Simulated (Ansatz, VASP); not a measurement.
# One calculation of SrB3Pt, two programs

```
Sr B Pt
1.0
     4.60083    0.00000    0.00000
     0.00000    4.60083    0.00000
     0.00000    0.00000    4.60083
Sr B Pt
1 3 1
Direct
  0.00000 0.00000 0.00000
  0.50000 0.00000 0.00000
  0.00000 0.50000 0.00000
  0.00000 0.00000 0.50000
  0.50000 0.50000 0.50000
```

Alike in both runs: functional PBE; k mesh 4 × 4 × 4; occupations gaussian, width 0.1 eV; no spin polarisation.

Ansatz relaxed the structure, and its values are those at the end. VASP's run is a single point on that final structure, the one shown.

|  | VASP | Ansatz |
| --- | --- | --- |
| version | VASP 6.6.1 | Ansatz 0.2.0 |
| potentials or method | VASP PAW PBE potentials, release 64 (Sr_sv, B, Pt), cutoff 520 eV | scalar-relativistic, plane waves, PAW |
| valence electrons in the cell | 29 | 37 |

|  | VASP | Ansatz | Ansatz less VASP |
| --- | --- | --- | --- |
| gap on the k mesh at the Fermi level (eV) | none | none | - |
| pressure (GPa) | 0.3 | 0.1 | -0.19 |

A gap of «none» marks a metal or a gap that the smearing closes. VASP's potentials hold 29 valence electrons a cell and Ansatz's 37, so a difference there can come from the potentials and not from the codes.

Spin-orbit coupling is off throughout.
